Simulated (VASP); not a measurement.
# AgBi (Fm-3m) in VASP: further runs

The runs below take AgBi through single point, relaxation of cell and atoms, with PBE.

Program: VASP 6.6.1. These are calculated values, not measurements. Logs are shortened: lines on timing, memory, paths and dates and some standing lists are left out, and cuts for length are marked.

### Step 1. The cell of the first run

It takes space group Fm-3m (No. 225, cubic). The conventional cell has a = 5.890 Å, b = 5.890 Å, c = 5.890 Å, α = 90.00°, β = 90.00°, γ = 90.00°. Within 3.9 Å of Ag (site symmetry m-3m) lie 6 Bi at 2.95 Å. Bi (site symmetry m-3m) has 6 Ag at 2.95 Å within 3.9 Å.

### Step 2. Single point, PBE

INCAR

```
SYSTEM = AgBi
PREC     = Accurate       ! precision mode
ENCUT    = 520            ! plane-wave cutoff, eV
EDIFF    = 1E-7           ! SCF threshold, eV
ISMEAR   = 0              ! smearing method
SIGMA    = 0.1            ! smearing width, eV
LREAL    = .False.        ! projectors in reciprocal space
LASPH    = .True.         ! aspherical terms in the spheres
NELM     = 100            ! most SCF steps
ALGO     = Fast           ! electronic algorithm
ISIF     = 2              ! what is computed and relaxed
LWAVE    = .False.        ! write WAVECAR
LCHARG   = .False.        ! write CHGCAR
GGA      = PE             ! functional
NBANDS   = 20             ! bands
```

KPOINTS

```
regular mesh
0
Gamma
  6 6 6
  0 0 0
```

POSCAR

```
AgBi
1.0
    0.0000000000      2.9451628084      2.9451628084
    2.9451628084      0.0000000000      2.9451628084
    2.9451628084      2.9451628084      0.0000000000
Ag Bi
1 1
Direct
    0.0000000000      0.0000000000      0.0000000000
    0.5000000000      0.5000000000      0.5000000000
```

Potentials or basis: VASP PAW PBE potentials, release 64 (Ag, Bi_d).

On the command line:

```sh
$ cat potpaw_PBE.64/Ag/POTCAR potpaw_PBE.64/Bi_d/POTCAR > POTCAR
$ mpirun -np 1 vasp_std > vasp.out
```

OUTCAR:

```text
SYSTEM = AgBi
   PREC = Accurate
   ENCUT = 520
   EDIFF = 1E-7
   ISMEAR = 0
   LREAL = .False.
   LASPH = .True.
   NELM = 100
   ISIF = 2
   GGA = PE

 ion  position               nearest neighbor table
   1  0.000  0.000  0.000-   2 2.95   2 2.95   2 2.95   2 2.95   2 2.95   2 2.95
   2  0.500  0.500  0.500-   1 2.95   1 2.95   1 2.95   1 2.95   1 2.95   1 2.95

  LATTYP: Found a face centered cubic cell.
 ALAT       =     5.8903256168

  Lattice vectors:

 A1 = (   0.0000000000,   2.9451628084,   2.9451628084)
 A2 = (   2.9451628084,   0.0000000000,   2.9451628084)
 A3 = (   2.9451628084,   2.9451628084,   0.0000000000)

Analysis of symmetry for initial positions (statically):
=====================================================================
 Subroutine PRICEL returns:
 Original cell was already a primitive cell.

 Routine SETGRP: Setting up the symmetry group for a
 face centered cubic supercell.

 Subroutine GETGRP returns: Found 48 space group operations
 (whereof 48 operations were pure point group operations)
 out of a pool of 48 trial point group operations.

The static configuration has the point symmetry O_h .

Analysis of symmetry for dynamics (positions and initial velocities):
=====================================================================
 Subroutine PRICEL returns:
 Original cell was already a primitive cell.

 Routine SETGRP: Setting up the symmetry group for a
 face centered cubic supercell.

 Subroutine GETGRP returns: Found 48 space group operations
 (whereof 48 operations were pure point group operations)
 out of a pool of 48 trial point group operations.

The dynamic configuration has the point symmetry O_h .

 Subroutine INISYM returns: Found 48 space group operations
 (whereof 48 operations are pure point group operations),
 and found     1 'primitive' translations

----------------------------------------------------------------------------------------

                                     Primitive cell

  volume of cell :      51.0926

  direct lattice vectors                    reciprocal lattice vectors
     0.000000000  2.945162808  2.945162808    -0.169769902  0.169769902  0.169769902
     2.945162808  0.000000000  2.945162808     0.169769902 -0.169769902  0.169769902
     2.945162808  2.945162808  0.000000000     0.169769902  0.169769902 -0.169769902

  length of vectors
     4.165089187  4.165089187  4.165089187     0.294050095  0.294050095  0.294050095

[... 69 lines left out ...]
   ENCUT  =  520.0 eV  38.22 Ry    6.18 a.u.   7.74  7.74  7.74*2*pi/ulx,y,z
   NELM   =    100;   NELMIN=  2; NELMDL= -5     # of ELM steps
   EDIFF  = 0.1E-06   stopping-criterion for ELM
   LREAL  =      F    real-space projection
   EDIFFG = 0.1E-05   stopping-criterion for IOM
   NSW    =      0    number of steps for IOM
   IBRION =     -1    ionic relax: 0-MD 1-quasi-New 2-CG
   NFREE  =      0    steps in history (QN), initial steepest desc. (CG)
   ISIF   =      2    stress and relaxation
   ISYM   =      2    0-nonsym 1-usesym 2-fastsym
   POTIM  = 0.5000    time-step for ionic-motion
   TEBEG  =    0.0;   TEEND  =   0.0 temperature during run
   PSTRESS=    0.0 pullay stress
   NELECT =      26.0000    total number of electrons
   NUPDOWN=      -1.0000    fix difference up-down
   EMIN   =  10.00;   EMAX   =-10.00  energy-range for DOS
   EFERMI =   0.00;   METHOD = LEGACY
   ISMEAR =     0;   SIGMA  =   0.10  broadening in eV -4-tet -1-fermi 0-gaus
   EFERMI_NEDOS =   21; number of points for ismear=-14 and -15
   IALGO  =     68    algorithm
   IMIX   =      4    mixing-type and parameters
     AMIX     =   0.40;   BMIX     =  1.00
     AMIX_MAG =   1.60;   BMIX_MAG =  1.00
  volume/ion in A,a.u.               =      25.55       172.39
  Fermi-wavevector in a.u.,A,eV,Ry     =   1.307013  2.469897 23.242608  1.708284
  Thomas-Fermi vector in A             =   2.437776
   LORBIT       =      0    0 simple, 1 ext, 2 COOP (PROOUT), +10 PAW based schemes
   GGA     = PE    functional components
   LHFCALC =     F    Hartree Fock is set to
   AEXX    =    0.0000 exact exchange contribution
   IVDW    =     0    specifies the selected vdW correction
   LEPSILON=     F    determine dielectric tensor
   LRPA    =     F    only Hartree local field effects (RPA)
 non-spin polarized calculation
 RMM-DIIS sequential band-by-band and
 Gauss-broadening in eV      SIGMA  =   0.10
  energy-cutoff  :      520.00
  volume of cell :       51.09
 maximum number of plane-waves:      1384
   NGX = 15   NGY = 15   NGZ = 15

 number of electron      26.0000006 magnetization

 Free energy of the ion-electron system (eV)
  ---------------------------------------------------
  ext. energy  EPLUGINS =         0.00000000
  ---------------------------------------------------
  free energy    TOTEN  =        -6.20191207 eV

  energy without entropy =       -6.19471761  energy(sigma->0) =       -6.19831484

 E-fermi :   7.4180     XC(G=0): -10.5913

 val. band max:        7.2084330912   @ k =  -0.1667   0.1667   0.0000
 cond. band min:       7.4845981462   @ k =   0.5000   0.3333   0.1667
 fundamental gap:      0.2761650549
 Fermi energy:         7.4180341292

 k-point     1 :       0.0000    0.0000    0.0000
  band No.  band energies     occupation
      1     -15.4589      2.00000
      2     -15.4589      2.00000
      3     -15.4346      2.00000
      4     -15.4346      2.00000
      5     -15.4346      2.00000
      6      -4.8660      2.00000
[... 357 lines left out ...]
     19      19.5461      0.00000
     20      20.1891      0.00000

------------------------ aborting loop because EDIFF is reached ----------------------------------------

  FORCE on cell =-STRESS in cart. coord.  units (eV):
  Direction    XX          YY          ZZ          XY          YZ          ZX
  --------------------------------------------------------------------------------------
  -------------------------------------------------------------------------------------
  Total        0.6935763      0.6935763      0.6935763      0.0000000      0.0000000      0.0000000
  in kB       21.7493813     21.7493813     21.7493813      0.0000000      0.0000000      0.0000000
  external PRESSURE =      21.7493813 kB  Pullay stress =       0.0000000 kB

 VOLUME and BASIS-vectors are now :
 -----------------------------------------------------------------------------
  energy-cutoff  :      520.00
  volume of cell :       51.09
      direct lattice vectors                 reciprocal lattice vectors
     0.000000000  2.945162808  2.945162808    -0.169769902  0.169769902  0.169769902
     2.945162808  0.000000000  2.945162808     0.169769902 -0.169769902  0.169769902
     2.945162808  2.945162808  0.000000000     0.169769902  0.169769902 -0.169769902

 POSITION                                       TOTAL-FORCE (eV/Angst)
 -----------------------------------------------------------------------------------
      0.00000      0.00000      0.00000         0.000000      0.000000     -0.000000
      2.94516      2.94516      2.94516        -0.000000     -0.000000      0.000000
 -----------------------------------------------------------------------------------
    total drift:                                0.000000     -0.000000      0.000000

  FREE ENERGIE OF THE ION-ELECTRON SYSTEM (eV)
  ---------------------------------------------------
  free  energy   TOTEN  =        -6.2019120670 eV

  energy  without entropy=       -6.1947176062  energy(sigma->0) =       -6.19831484
```

OSZICAR:

```text
N       E                     dE             d eps       ncg     rms          rms(c)
DAV:   1     0.235927557916E+03    0.23593E+03   -0.13606E+04   640   0.150E+03
DAV:   2     0.852890520913E+01   -0.22740E+03   -0.22067E+03   648   0.405E+02
DAV:   3    -0.612973519538E+01   -0.14659E+02   -0.14556E+02   752   0.105E+02
DAV:   4    -0.651051220444E+01   -0.38078E+00   -0.38062E+00   708   0.169E+01
DAV:   5    -0.652591594716E+01   -0.15404E-01   -0.15403E-01   852   0.337E+00    0.417E+00
RMM:   6    -0.622055504851E+01    0.30536E+00   -0.11848E+00   684   0.630E+00    0.308E+00
RMM:   7    -0.620513052061E+01    0.15425E-01   -0.42937E-02   834   0.197E+00    0.175E+00
RMM:   8    -0.620224899574E+01    0.28815E-02   -0.12998E-02   749   0.102E+00    0.126E-01
RMM:   9    -0.620196877259E+01    0.28022E-03   -0.47401E-03   790   0.655E-01    0.109E-01
RMM:  10    -0.620189315889E+01    0.75614E-04   -0.98932E-04   852   0.277E-01    0.186E-02
RMM:  11    -0.620191101611E+01   -0.17857E-04   -0.23316E-04  1064   0.133E-01    0.138E-02
RMM:  12    -0.620191143351E+01   -0.41740E-06   -0.47741E-05   889   0.546E-02    0.132E-02
RMM:  13    -0.620191224321E+01   -0.80970E-06   -0.73479E-06   963   0.251E-02    0.411E-03
RMM:  14    -0.620191216179E+01    0.81415E-07   -0.21622E-06   877   0.120E-02    0.123E-03
RMM:  15    -0.620191203269E+01    0.12910E-06   -0.40007E-07   650   0.499E-03    0.342E-04
RMM:  16    -0.620191206703E+01   -0.34332E-07   -0.11071E-07   406   0.331E-03
   1 F= -.62019121E+01 E0= -.61983148E+01  d E =-.719446E-02
```

Run time: 29 s. Hardware: 1 thread of Oxide Virtual Turin-like, shared host; peak memory 0.14 GiB.

What came out:

| Quantity | Value |
| --- | --- |
| Free energy | -6.2019 eV |
| Pressure | 2.2 GPa |
| Band gap on the k mesh | zero (bands 13 and 14 overlap by 4.27 eV) |

Caveat: spin-orbit coupling is left out, which moves the levels of the heavy elements.

### Step 3. Single point, PBE

This run uses another cell than the first one, of 26.47 Å³/atom.

INCAR

```
PREC = Accurate
ENCUT = 520
EDIFF = 1E-7
ISMEAR = 0
SIGMA = 0.1
LREAL = False
LASPH = True
NELM = 100
ALGO = Fast
ISIF = 2
LWAVE = False
LCHARG = False
GGA = PE
NBANDS = 20
```

KPOINTS

```
regular mesh
0
Gamma
  16 16 16
```

POSCAR

```
AgBi
1.0
    0.0000000000      2.9802049127      2.9802049127
    2.9802049127      0.0000000000      2.9802049127
    2.9802049127      2.9802049127      0.0000000000
Ag Bi
1 1
Direct
    0.0000000000      0.0000000000      0.0000000000
    0.5000000000      0.5000000000      0.5000000000
```

Potentials or basis: VASP PAW PBE potentials, release 64 (Ag, Bi_d).

On the command line:

```sh
$ cat potpaw_PBE.64/Ag/POTCAR potpaw_PBE.64/Bi_d/POTCAR > POTCAR
$ mpirun -np 1 vasp_std > vasp.out
```

OUTCAR:

```text
PREC = Accurate
   ENCUT = 520
   EDIFF = 1E-7
   ISMEAR = 0
   LREAL = False
   LASPH = True
   NELM = 100
   ISIF = 2
   GGA = PE

 ion  position               nearest neighbor table
   1  0.000  0.000  0.000-   2 2.98   2 2.98   2 2.98   2 2.98   2 2.98   2 2.98
   2  0.500  0.500  0.500-   1 2.98   1 2.98   1 2.98   1 2.98   1 2.98   1 2.98

  LATTYP: Found a face centered cubic cell.
 ALAT       =     5.9604098254

  Lattice vectors:

 A1 = (   0.0000000000,   2.9802049127,   2.9802049127)
 A2 = (   2.9802049127,   0.0000000000,   2.9802049127)
 A3 = (   2.9802049127,   2.9802049127,   0.0000000000)

Analysis of symmetry for initial positions (statically):
=====================================================================
 Subroutine PRICEL returns:
 Original cell was already a primitive cell.

 Routine SETGRP: Setting up the symmetry group for a
 face centered cubic supercell.

 Subroutine GETGRP returns: Found 48 space group operations
 (whereof 48 operations were pure point group operations)
 out of a pool of 48 trial point group operations.

The static configuration has the point symmetry O_h .
[... 158 lines left out ...]
  free energy    TOTEN  =        -6.23934404 eV

  energy without entropy =       -6.23468748  energy(sigma->0) =       -6.23701576

 E-fermi :   6.8298     XC(G=0): -10.4128

 val. band max:        6.7991229617   @ k =  -0.3750   0.1875   0.0625
 cond. band min:       6.8299509066   @ k =   0.5000   0.3125   0.1250
 fundamental gap:      0.0308279449
 Fermi energy:         6.8297785792

 k-point     1 :       0.0000    0.0000    0.0000
  band No.  band energies     occupation
      1     -15.8846      2.00000
      2     -15.8846      2.00000
      3     -15.8634      2.00000
      4     -15.8634      2.00000
      5     -15.8634      2.00000
      6      -5.1110      2.00000
[... 541 lines left out ...]
     19      15.5905      0.00000
     20      15.6307      0.00000

 [... further k-points ...]

------------------------ aborting loop because EDIFF is reached ----------------------------------------

  FORCE on cell =-STRESS in cart. coord.  units (eV):
  Direction    XX          YY          ZZ          XY          YZ          ZX
  --------------------------------------------------------------------------------------
  -------------------------------------------------------------------------------------
  Total       -0.0174737     -0.0174737     -0.0174737      0.0000000     -0.0000000      0.0000000
  in kB       -0.5288429     -0.5288429     -0.5288429      0.0000000     -0.0000000      0.0000000
  external PRESSURE =      -0.5288429 kB  Pullay stress =       0.0000000 kB

 VOLUME and BASIS-vectors are now :
 -----------------------------------------------------------------------------
  energy-cutoff  :      520.00
  volume of cell :       52.94
      direct lattice vectors                 reciprocal lattice vectors
     0.000000000  2.980204913  2.980204913    -0.167773698  0.167773698  0.167773698
     2.980204913  0.000000000  2.980204913     0.167773698 -0.167773698  0.167773698
     2.980204913  2.980204913  0.000000000     0.167773698  0.167773698 -0.167773698

 POSITION                                       TOTAL-FORCE (eV/Angst)
 -----------------------------------------------------------------------------------
      0.00000      0.00000      0.00000         0.000000      0.000000      0.000000
      2.98020      2.98020      2.98020        -0.000000     -0.000000     -0.000000
 -----------------------------------------------------------------------------------
    total drift:                                0.000000     -0.000000      0.000000

  FREE ENERGIE OF THE ION-ELECTRON SYSTEM (eV)
  ---------------------------------------------------
  free  energy   TOTEN  =        -6.2393440414 eV

  energy  without entropy=       -6.2346874789  energy(sigma->0) =       -6.23701576
```

stdout:

```text
POSCAR found type information on POSCAR AgBi
 POSCAR found :  2 types and       2 ions
 scaLAPACK will be used
 LDA part: xc-table for (Slater+PW92), standard interpolation
 POSCAR, INCAR and KPOINTS ok, starting setup
 FFT: planning ... GRIDC
 FFT: planning ... GRID_SOFT
 FFT: planning ... GRID
 WAVECAR not read
 entering main loop
WARNING in EDDRMM: call to ZHEGV failed, returncode =   8  4     20
```

It took 3.7 min on 1 thread of Oxide Virtual Turin-like, shared host; peak memory 0.26 GiB.

What came out:

- Free energy: -6.2393 eV
- Pressure: -0.1 GPa
- Band gap on the k mesh: zero (bands 13 and 14 overlap by 4.38 eV)

Caveat: spin-orbit coupling is left out, which moves the levels of the heavy elements.

### Step 4. Relaxation of cell and atoms, PBE

INCAR

```
  ALGO = Fast
  EDIFF = 1E-6
  EDIFFG = -0.01
  ENCUT = 600
  GGA = PE
  IBRION = 2
  ISIF = 3
  ISMEAR = 0
  LASPH = T
  LCHARG = F
  LREAL = F
  LWAVE = F
  NELM = 100
  NSW = 100
  PREC = Accurate
  SIGMA = 0.1
```

KPOINTS

```
k-points
0
Gamma
  16 16 16
```

POSCAR

```
AgBi
1.0
    0.0000000000      2.9451628084      2.9451628084
    2.9451628084      0.0000000000      2.9451628084
    2.9451628084      2.9451628084      0.0000000000
Ag Bi
1 1
Direct
    0.0000000000      0.0000000000      0.0000000000
    0.5000000000      0.5000000000      0.5000000000
```

On the command line:

```sh
$ cat potpaw_PBE.64/Ag/POTCAR potpaw_PBE.64/Bi_d/POTCAR > POTCAR
$ mpirun -np 1 vasp_std > vasp.out
```

It took 12 min on 1 thread of Oxide Virtual Turin-like, shared host; peak memory 0.3 GiB.

Results (log left out):

```yaml
Free_energy: -6.2385 eV
Relaxed_volume: 26.44 Å³/atom
Relaxed_cell: a = 4.213 Å, b = 4.213 Å, c = 4.213 Å, α = 60.00°, β = 60.00°, γ = 60.00°
Space_group_after_relaxing_to_0.1_Å: Fm-3m (No. 225)
Energy_gained_by_relaxing: 5.9 meV/atom
Ionic_steps: 3
Pressure_after_relaxing: 0.0 GPa
Band_gap_on_the_k_mesh: zero (bands 13 and 14 overlap by 4.38 eV)
```

The path:
| step | energy change (eV) | largest force (eV/Å) | pressure (GPa) | volume (Å³) |
| --- | --- | --- | --- | --- |
| 1 | 0.0000 | 0.0000 | 2.21 | 51.09 |
| 2 | -0.0095 | 0.0000 | -0.92 | 53.74 |
| 3 | -0.0119 | 0.0000 | 0.03 | 52.89 |

Final structure:
```xyz
2
Lattice="0.0000 2.9793 2.9793 2.9793 0.0000 2.9793 2.9793 2.9793 0.0000" Properties=species:S:1:pos:R:3 pbc="T T T"
Ag    0.0000    0.0000    0.0000
Bi    2.9793    2.9793    2.9793
```

Levels at points of the mesh, in eV from the Fermi level:
```
           k point  band 9  band 10  band 11  band 12  band 13  band 14  band 15  band 16  band 17
(0.00, 0.00, 0.00)   -4.58    -4.58    -4.58     1.22     1.22     1.22     2.03     7.70     8.70
(0.50, 0.00, 0.00)   -5.13    -4.39    -4.39    -3.59     2.28     2.28     3.43     5.31     5.31
(0.50, 0.50, 0.00)   -4.29    -4.29    -3.76    -3.75    -1.09    -1.09     0.34     5.27    11.33
```

Caveat: spin-orbit coupling is left out, which moves the levels of the heavy elements.

### Step 5. Overview

```tsv
task	cell	k mesh	cutoff (eV)	gap on the mesh (eV)	pressure (GPa)
single point	a = 4.165 Å, angles 60.0°, 2 atoms	6 × 6 × 6	520	none	2.2
single point	a = 4.215 Å, angles 60.0°, 2 atoms	16 × 16 × 16	520	none	-0.1
relaxation of cell and atoms	relaxed from a = 4.165 Å, angles 60.0°, 2 atoms	16 × 16 × 16	600	none	0.0
```

Alike in all rows: level PBE; potentials or basis VASP PAW PBE potentials, release 64 (Ag, Bi_d); no spin polarisation; smearing gaussian 0.1 eV.

Caveats: spin-orbit coupling is left out, which moves the levels of the heavy elements.

Total energies depend on the potentials used, so only differences within one code and one set of settings carry meaning.
